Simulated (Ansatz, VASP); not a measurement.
PbF2: VASP beside Ansatz

The input INCAR:

```
ALGO = Normal
EDIFF = 1E-8
ENCUT = 520
ISIF = 2
ISMEAR = -1
LASPH = T
LCHARG = F
LEFG = T
LREAL = F
LWAVE = F
NBANDS = 21
NELM = 100
PREC = Accurate
SIGMA = 0.03
```

KPOINTS

```
k-points
0
Gamma
  7 7 7
```

File POSCAR:

```
PbF2
1.0
    0.0000000000      2.9698500000      3.0292470000
    2.9698500000      0.0000000000      3.0292470000
    2.9698500000      2.9698500000      0.0000000000
Pb F
1 2
Direct
    0.0000000000      0.0000000000      0.0000000000
    0.2500000000      0.2500000000      0.2500000000
    0.7500000000      0.7500000000      0.7500000000
```

Input for Ansatz:

```yaml
crystal:
  lattice:
    - [0.0, 2.96985, 3.029247]
    - [2.96985, 0.0, 3.029247]
    - [2.96985, 2.96985, 0.0]
  atoms:
    - { symbol: Pb, position: [0.0, 0.0, 0.0] }
    - { symbol: F, position: [0.25, 0.25, 0.25] }
    - { symbol: F, position: [0.75, 0.75, 0.75] }
kpoints:
  mp_grid: { grid: [7, 7, 7] }
scf:
  occupations: { method: fermi_dirac, width: 0.03 }
hamiltonian:
  xc: lda
  pseudopotentials: { kind: all_electron, datasets: crystal }
output:
  forces: true
  stress: true
  eigenvalues: true
  efg: { contact_densities: true }
```

Change from the starting cell: zz strain of +2 %, crystal datasets.

Alike in both runs: task electric field gradients; functional LDA; k mesh 7 × 7 × 7; occupations fermi-dirac, width 0.03 eV; no spin polarisation.

|  | VASP | Ansatz |
| --- | --- | --- |
| version | VASP 6.6.1 | Ansatz 0.2.0 |
| potentials or method | VASP PAW LDA potentials, release 64 (Pb_d, F), cutoff 520 eV | all-electron PAW with datasets made for the crystal, scalar-relativistic |

```tsv
	VASP	Ansatz	Ansatz less VASP
gap on the k mesh at the Fermi level (eV)	4.21	4.24	+0.027
pressure (GPa)	-6.1	-6.1	+0.05
traceless stress, the component that is largest in VASP (GPa)	-0.75	-0.76	-0.004
size of Vzz on the site where it differs most (V/Å²)	7.2	11.5	+4.30
```

LDA's correlation is that of Perdew and Zunger in VASP and of Perdew and Wang (1992) in Ansatz. Ansatz ran all-electron here, and VASP with PAW potentials.

Spin-orbit coupling is off throughout.
